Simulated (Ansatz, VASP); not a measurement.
## PbS: VASP beside Ansatz

POSCAR

```
PbS
1.0
    0.0000000000      3.3760950391      3.3760950391
    3.3760950391      0.0000000000      3.3760950391
    3.3760950391      3.3760950391      0.0000000000
Pb S
1 1
Direct
    0.0000000000      0.0000000000      0.0000000000
    0.2500000000      0.2500000000      0.2500000000
```

The input INCAR.step1:

```
  PREC = Accurate
  ENCUT = 520
  ISMEAR = 0
  SIGMA = 0.05
  LREAL = F
  LASPH = T
  NELM = 80
  NBANDS = 17
  GGA = PE
  ALGO = Normal
  EDIFF = 1E-4
  LWAVE = T
  LCHARG = F
```

Contents of INCAR.step2:

```
  PREC = Accurate
  ENCUT = 520
  EDIFF = 1E-6
  ISMEAR = 0
  SIGMA = 0.05
  LREAL = F
  LASPH = T
  NELM = 80
  ALGO = Normal
  ISIF = 2
  LWAVE = F
  LCHARG = F
  METAGGA = R2SCAN
  LMIXTAU = T
  NBANDS = 17
  ISTART = 1
```

File KPOINTS:

```
regular mesh
0
Gamma
  6 6 6
```

Input for Ansatz:

```yaml
crystal:
  lattice:
    - [0.0, 3.3760950391, 3.3760950391]
    - [3.3760950391, 0.0, 3.3760950391]
    - [3.3760950391, 3.3760950391, 0.0]
  atoms:
    - { symbol: Pb, position: [0.0, 0.0, 0.0] }
    - { symbol: S, position: [0.25, 0.25, 0.25] }
basis:
  ecutwfc: 500
  ecutrho_ratio: 4
kpoints:
  mp_grid: { grid: [6, 6, 6] }
hamiltonian:
  xc: r2scan
scf:
  occupations: { method: gaussian, width: 0.05 }
output:
  forces: true
  stress: true
  eigenvalues: true
```

Alike in both runs: task single point; functional r2SCAN; k mesh 6 × 6 × 6; occupations gaussian, width 0.05 eV; no spin polarisation.

|  | VASP | Ansatz |
| --- | --- | --- |
| version | VASP 6.6.1 | Ansatz 0.2.0 |
| potentials or method | VASP PAW PBE potentials, release 64 (Pb_d, S), cutoff 520 eV | scalar-relativistic, plane waves, PAW |
| valence electrons in the cell | 20 | 20 |

```csv
,VASP,Ansatz,Ansatz less VASP
gap on the k mesh at the Fermi level (eV),1.21,1.21,0.000
least direct gap on the mesh (eV),1.53,1.53,-0.001
pressure (GPa),-2.3,-2.3,+0.01
```

VASP's potentials were made for PBE, not for r2SCAN. The functional is the same, so the differences come from potentials, cutoffs and numerics.

Spin-orbit coupling is off throughout.
